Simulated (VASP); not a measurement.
## CdS: relaxation of the atoms with PBE

Crystal: CdS.

```
Cd S
1.0
     0.00000    2.93582    2.93582
     2.93582    0.00000    2.93582
     2.93582    2.93582    0.00000
Cd S
1 1
Cartesian
  0.0000 0.0000 0.0000
  1.4679 1.4679 1.4679
```

```yaml
Program: VASP 6.6.1
Task: relaxation of the atoms
Functional: PBE
Potentials_or_basis: VASP PAW PBE potentials, release 64 (Cd, S)
Cutoff: 520 eV
k_mesh: 13 × 13 × 13
Occupations: fermi-dirac, width 0.02 eV
Spin: no spin polarisation
Dipole_correction: no
Further_INCAR_settings: ALGO = Normal; EDIFF = 1e-06; IBRION = 2; EDIFFG = -0.02; NSW = 80
```

The pressure after relaxing is 1.9 GPa and the band gap on the k mesh is 1.11 eV.

Final structure:
```
Cd S
1.0
     0.00000    2.93582    2.93582
     2.93582    0.00000    2.93582
     2.93582    2.93582    0.00000
Cd S
1 1
Direct
  0.00000 0.00000 0.00000
  0.25000 0.25000 0.25000
```

Levels at points of the mesh, in eV from the valence-band top:
```
           k point  band 7  band 8  band 9  band 10  band 11  band 12
(0.00, 0.00, 0.00)    0.00    0.00    0.00     1.11     6.55     6.55
```

It took 16 s on 1 thread of Intel(R) Xeon(R) 6975P-C (Granite Rapids), on a shared host, peak memory 0.21 GiB.

Caveat: the relaxation stopped at its first step, so nothing moved; an odd mesh through Γ misses points on the zone boundary, where band edges can lie.
